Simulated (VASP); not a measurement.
Runs of VASP 6.6.1 on Ti3Al. The structure is that of space group P-6m2 (No. 187), or close to it. The cells are those of the table. 

```csv
cell,further INCAR settings,gap on the mesh (eV),pressure (GPa),largest force (eV/Å)
"a = 2.984, b = 2.984, c = 8.900 Å, angles 90.0, 90.0, 120.0°, 4 atoms",ALGO = Fast; EDIFF = 1e-06; NBANDS = 28,none,(a),0.85
"a = 2.984, b = 2.984, c = 8.900 Å, angles 90.0, 90.0, 120.0°, 4 atoms",ALGO = Fast; EDIFF = 1e-07; NBANDS = 28,none,0.3,(c)
"a = 2.930, b = 2.930, c = 9.232 Å, angles 90.0, 90.0, 120.0°, 4 atoms",ALGO = Fast; EDIFF = 1e-06; NBANDS = 28,none,0.0,(b)
"a = 2.879, b = 2.879, c = 9.557 Å, angles 90.0, 90.0, 120.0°, 4 atoms",ALGO = Fast; EDIFF = 1e-06; NBANDS = 28,none,-0.4,0.12
```

Alike in all rows: task single point; level PBE; potentials or basis VASP PAW PBE potentials, release 64 (Ti_sv, Al); no spin polarisation; k mesh 15 × 15 × 6; cutoff (eV) 520; smearing gaussian 0.15 eV.

Question: Estimate the missing entries.

Answer: (a) 1.0; (b) 0.76; (c) 0.08.

A gap of «none» marks levels without a gap at the run's occupations.
